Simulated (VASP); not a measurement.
# TiN (rocksalt type) (Fm-3m) in VASP: single point with LDA

Aim: the single point of TiN (rocksalt type) with LDA.

Program: VASP 6.6.1. These are calculated values, not measurements. Logs are shortened: lines on timing, memory, paths and dates and some standing lists are left out, and cuts for length are marked.

### Step 1. The cell of the first run

Symmetry: Fm-3m, No. 225, cubic system. The conventional cell has a = 4.172 Å, b = 4.172 Å, c = 4.172 Å, α = 90.00°, β = 90.00°, γ = 90.00°. Within 2.8 Å of Ti (site symmetry m-3m) lie 6 N at 2.09 Å. Within 2.8 Å of N (site symmetry m-3m) lie 6 Ti at 2.09 Å.

### Step 2. Single point, LDA

The input, INCAR:

```
SYSTEM = TiN
  PREC = Accurate
  ENCUT = 910
  EDIFF = 1E-6
  ISMEAR = -1
  SIGMA = 0.08
  LREAL = .FALSE.
  LASPH = .TRUE.
  NELM = 120
  ALGO = Normal
  ISIF = 2
  LWAVE = .FALSE.
  LCHARG = .FALSE.
  NBANDS = 16
  GGA_COMPAT = .FALSE.
```

The input, KPOINTS:

```
Automatic mesh
0
G
  17 17 17
  0 0 0
```

The input, POSCAR:

```
TiN
1.0
    0.0000000000      2.0858714114      2.0858714114
    2.0858714114      0.0000000000      2.0858714114
    2.0858714114      2.0858714114      0.0000000000
Ti N
1 1
Direct
    0.0000000000      0.0000000000      0.0000000000
    0.5000000000      0.5000000000      0.5000000000
```

Potentials or basis: VASP PAW LDA potentials, release 64 (Ti_sv, N_h).

Command:

```bash
> cat potpaw_LDA.64/Ti_sv/POTCAR potpaw_LDA.64/N_h/POTCAR > POTCAR
> mpirun -np 1 vasp_std > vasp.out
```

OUTCAR:

```text
SYSTEM = TiN
   PREC = Accurate
   ENCUT = 910
   EDIFF = 1E-6
   ISMEAR = -1
   LREAL = .FALSE.
   LASPH = .TRUE.
   NELM = 120
   ISIF = 2

 ion  position               nearest neighbor table
   1  0.000  0.000  0.000-   2 2.09   2 2.09   2 2.09   2 2.09   2 2.09   2 2.09
   2  0.500  0.500  0.500-   1 2.09   1 2.09   1 2.09   1 2.09   1 2.09   1 2.09

  LATTYP: Found a face centered cubic cell.
 ALAT       =     4.1717428228

  Lattice vectors:

 A1 = (   0.0000000000,   2.0858714114,   2.0858714114)
 A2 = (   2.0858714114,   0.0000000000,   2.0858714114)
 A3 = (   2.0858714114,   2.0858714114,   0.0000000000)

Analysis of symmetry for initial positions (statically):
=====================================================================
 Subroutine PRICEL returns:
 Original cell was already a primitive cell.

 Routine SETGRP: Setting up the symmetry group for a
 face centered cubic supercell.

 Subroutine GETGRP returns: Found 48 space group operations
 (whereof 48 operations were pure point group operations)
 out of a pool of 48 trial point group operations.

The static configuration has the point symmetry O_h .

Analysis of symmetry for dynamics (positions and initial velocities):
=====================================================================
 Subroutine PRICEL returns:
 Original cell was already a primitive cell.

 Routine SETGRP: Setting up the symmetry group for a
 face centered cubic supercell.

 Subroutine GETGRP returns: Found 48 space group operations
 (whereof 48 operations were pure point group operations)
 out of a pool of 48 trial point group operations.

The dynamic configuration has the point symmetry O_h .

 Subroutine INISYM returns: Found 48 space group operations
 (whereof 48 operations are pure point group operations),
 and found     1 'primitive' translations

----------------------------------------------------------------------------------------

                                     Primitive cell

  volume of cell :      18.1507

  direct lattice vectors                    reciprocal lattice vectors
     0.000000000  2.085871411  2.085871411    -0.239707969  0.239707969  0.239707969
     2.085871411  0.000000000  2.085871411     0.239707969 -0.239707969  0.239707969
     2.085871411  2.085871411  0.000000000     0.239707969  0.239707969 -0.239707969

  length of vectors
     2.949867639  2.949867639  2.949867639     0.415186382  0.415186382  0.415186382

  position of ions in fractional coordinates (direct lattice)
     0.000000000  0.000000000  0.000000000
     0.500000000  0.500000000  0.500000000

  ion indices of the primitive-cell ions
   primitive index   ion index
                 1           1
                 2           2

----------------------------------------------------------------------------------------

 KPOINTS: Automatic mesh

Automatic generation of k-mesh.
 Grid dimensions read from file:
 generate k-points for:   17   17   17

 Generating k-lattice:

  Cartesian coordinates                     Fractional coordinates (reciprocal lattice)
    -0.014100469  0.014100469  0.014100469     0.058823529  0.000000000  0.000000000
     0.014100469 -0.014100469  0.014100469     0.000000000  0.058823529  0.000000000
     0.014100469  0.014100469 -0.014100469     0.000000000  0.000000000  0.058823529

  Length of vectors
     0.024422728  0.024422728  0.024422728

  Shift w.r.t. Gamma in fractional coordinates (k-lattice)
     0.000000000  0.000000000  0.000000000

 Subroutine IBZKPT returns following result:
 ===========================================

 Found    165 irreducible k-points:

 Following reciprocal coordinates:
            Coordinates               Weight
  0.000000  0.000000  0.000000      1.000000
  0.058824  0.000000  0.000000      8.000000
  0.117647  0.000000  0.000000      8.000000
  0.176471  0.000000  0.000000      8.000000
  0.235294  0.000000  0.000000      8.000000
  0.294118  0.000000  0.000000      8.000000
[... 16 lines left out ...]
 -0.176471  0.058824  0.000000     24.000000
 -0.117647  0.058824  0.000000     24.000000
 [... further k-points ...]
   k-points           NKPTS =    165   k-points in BZ     NKDIM =    165   number of bands    NBANDS=     16
   number of dos      NEDOS =    301   number of ions     NIONS =      2
   total plane-waves  NPLWV =  27000
   dimension x,y,z NGX =    30 NGY =   30 NGZ =   30
   dimension x,y,z NGXF=    60 NGYF=   60 NGZF=   60
   ions per type =               1   1
   NGX,Y,Z   is equivalent  to a cutoff of  16.91, 16.91, 16.91 a.u.
   NGXF,Y,Z  is equivalent  to a cutoff of  33.81, 33.81, 33.81 a.u.
 SYSTEM =  TiN
   PREC   = accura    normal or accurate (medium, high low for compatibility)
   ISTART =      0    job   : 0-new  1-cont  2-samecut
   ICHARG =      2    charge: 1-file 2-atom 10-const
   ISPIN  =      1    spin polarized calculation?
   LNONCOLLINEAR =      F non collinear calculations
   LSORBIT =      F    spin-orbit coupling
   LASPH  =      T    aspherical Exc in radial PAW
   ENCUT  =  910.0 eV  66.88 Ry    8.18 a.u.   7.26  7.26  7.26*2*pi/ulx,y,z
   NELM   =    120;   NELMIN=  2; NELMDL= -5     # of ELM steps
   EDIFF  = 0.1E-05   stopping-criterion for ELM
   LREAL  =      F    real-space projection
   EDIFFG = 0.1E-04   stopping-criterion for IOM
   NSW    =      0    number of steps for IOM
   IBRION =     -1    ionic relax: 0-MD 1-quasi-New 2-CG
   NFREE  =      0    steps in history (QN), initial steepest desc. (CG)
   ISIF   =      2    stress and relaxation
   ISYM   =      2    0-nonsym 1-usesym 2-fastsym
   POTIM  = 0.5000    time-step for ionic-motion
   TEBEG  =    0.0;   TEEND  =   0.0 temperature during run
   PSTRESS=    0.0 pullay stress
   NELECT =      17.0000    total number of electrons
   NUPDOWN=      -1.0000    fix difference up-down
   EMIN   =  10.00;   EMAX   =-10.00  energy-range for DOS
   EFERMI =   0.00;   METHOD = LEGACY
   ISMEAR =    -1;   SIGMA  =   0.08  broadening in eV -4-tet -1-fermi 0-gaus
   EFERMI_NEDOS =   21; number of points for ismear=-14 and -15
   IALGO  =     38    algorithm
   IMIX   =      4    mixing-type and parameters
     AMIX     =   0.40;   BMIX     =  1.00
     AMIX_MAG =   1.60;   BMIX_MAG =  1.00
  volume/ion in A,a.u.               =       9.08        61.24
  Fermi-wavevector in a.u.,A,eV,Ry     =   1.601746  3.026861 34.906968  2.565590
  Thomas-Fermi vector in A             =   2.698676
   LORBIT       =      0    0 simple, 1 ext, 2 COOP (PROOUT), +10 PAW based schemes
   GGA     = CA    functional components
   LHFCALC =     F    Hartree Fock is set to
   AEXX    =    0.0000 exact exchange contribution
   IVDW    =     0    specifies the selected vdW correction
   LEPSILON=     F    determine dielectric tensor
   LRPA    =     F    only Hartree local field effects (RPA)
 non-spin polarized calculation
  energy-cutoff  :      910.00
  volume of cell :       18.15
 maximum number of plane-waves:      1151
 NGX is ok and might be reduce to    30
   NGX = 15   NGY = 15   NGZ = 15

 number of electron      16.9999999 magnetization

 Free energy of the ion-electron system (eV)
  ---------------------------------------------------
  ext. energy  EPLUGINS =         0.00000000
  ---------------------------------------------------
  free energy    TOTEN  =       -21.68375833 eV

  energy without entropy =      -21.66752002  energy(sigma->0) =      -21.67563918

 E-fermi :  12.2473     XC(G=0): -13.6654

 val. band max:       12.2464025995   @ k =  -0.1176   0.0588   0.0000
 cond. band min:      12.2717008587   @ k =  -0.1765   0.1176   0.0000
 fundamental gap:      0.0252982591
 Fermi energy:        12.2472765690

 k-point     1 :       0.0000    0.0000    0.0000
  band No.  band energies     occupation
      1     -44.8178      2.00000
      2     -21.1330      2.00000
      3     -21.1330      2.00000
      4     -21.1330      2.00000
      5      -4.8763      2.00000
      6      10.1964      2.00000
[... 8 lines left out ...]
     15      25.5879      0.00000
     16      32.7372      0.00000

 k-point     2 :       0.0588    0.0000    0.0000
  band No.  band energies     occupation
      1     -44.8135      2.00000
      2     -21.1617      2.00000
      3     -21.1352      2.00000
      4     -21.1352      2.00000
      5      -4.8011      2.00000
      6       9.7675      2.00000
[... 8 lines left out ...]
     15      25.6663      0.00000
     16      32.6189      0.00000

 k-point     3 :       0.1176    0.0000    0.0000
  band No.  band energies     occupation
      1     -44.8012      2.00000
      2     -21.2434      2.00000
      3     -21.1418      2.00000
      4     -21.1418      2.00000
      5      -4.5822      2.00000
      6       8.8856      2.00000
[... 8 lines left out ...]
     15      25.8084      0.00000
     16      32.2920      0.00000

 k-point     4 :       0.1765    0.0000    0.0000
  band No.  band energies     occupation
      1     -44.7825      2.00000
      2     -21.3653      2.00000
      3     -21.1516      2.00000
      4     -21.1516      2.00000
      5      -4.2387      2.00000
      6       7.8619      2.00000
[... 8 lines left out ...]
     15      25.8140      0.00000
     16      31.6193      0.00000
[... 324 lines left out ...]
 k-point    22 :      -0.2353    0.0588    0.0000
  band No.  band energies     occupation
      1     -44.7491      2.00000
      2     -21.5590      2.00000
      3     -21.1975      2.00000
      4     -21.1569      2.00000
      5      -3.6069      2.00000
      6       6.3978      2.00000
[... 8 lines left out ...]
     15      25.6080      0.00000
     16      29.6248      0.00000

 k-point    23 :      -0.1765    0.0588    0.0000
  band No.  band energies     occupation
      1     -44.7721      2.00000
      2     -21.4175      2.00000
      3     -21.1828      2.00000
      4     -21.1454      2.00000
      5      -4.0539      2.00000
      6       7.3566      2.00000
[... 8 lines left out ...]
     15      25.7924      0.00000
     16      30.5200      0.00000

 k-point    24 :      -0.1176    0.0588    0.0000
  band No.  band energies     occupation
      1     -44.7921      2.00000
      2     -21.2917      2.00000
      3     -21.1669      2.00000
      4     -21.1373      2.00000
      5      -4.4225      2.00000
      6       8.3089      2.00000
[... 8 lines left out ...]
     15      25.8725      0.00000
     16      31.3396      0.00000

 [... further k-points ...]

------------------------ aborting loop because EDIFF is reached ----------------------------------------

  FORCE on cell =-STRESS in cart. coord.  units (eV):
  Direction    XX          YY          ZZ          XY          YZ          ZX
  --------------------------------------------------------------------------------------
  -------------------------------------------------------------------------------------
  Total        0.1006844      0.1006844      0.1006844      0.0000000     -0.0000000      0.0000000
  in kB        8.8875148      8.8875148      8.8875148      0.0000000     -0.0000000      0.0000000
  external PRESSURE =       8.8875148 kB  Pullay stress =       0.0000000 kB

 VOLUME and BASIS-vectors are now :
 -----------------------------------------------------------------------------
  energy-cutoff  :      910.00
  volume of cell :       18.15
      direct lattice vectors                 reciprocal lattice vectors
     0.000000000  2.085871411  2.085871411    -0.239707969  0.239707969  0.239707969
     2.085871411  0.000000000  2.085871411     0.239707969 -0.239707969  0.239707969
     2.085871411  2.085871411  0.000000000     0.239707969  0.239707969 -0.239707969

 POSITION                                       TOTAL-FORCE (eV/Angst)
 -----------------------------------------------------------------------------------
      0.00000      0.00000      0.00000        -0.000000      0.000000     -0.000000
      2.08587      2.08587      2.08587         0.000000     -0.000000      0.000000
 -----------------------------------------------------------------------------------
    total drift:                               -0.000000      0.000000      0.000000

  FREE ENERGIE OF THE ION-ELECTRON SYSTEM (eV)
  ---------------------------------------------------
  free  energy   TOTEN  =       -21.6837583334 eV

  energy  without entropy=      -21.6675200174  energy(sigma->0) =      -21.67563918
```

Run time: 2.7 min. Hardware: 1 thread of AMD EPYC 9R45 (Zen 5), shared host; peak memory 0.2 GiB.

Results:

- Free energy: -21.6838 eV
- Pressure: 0.9 GPa

Caveat: the cutoff is under 1.25 times the usual one of these potentials, so pressure, stress and relaxed cells hold a basis-set (Pulay) error.
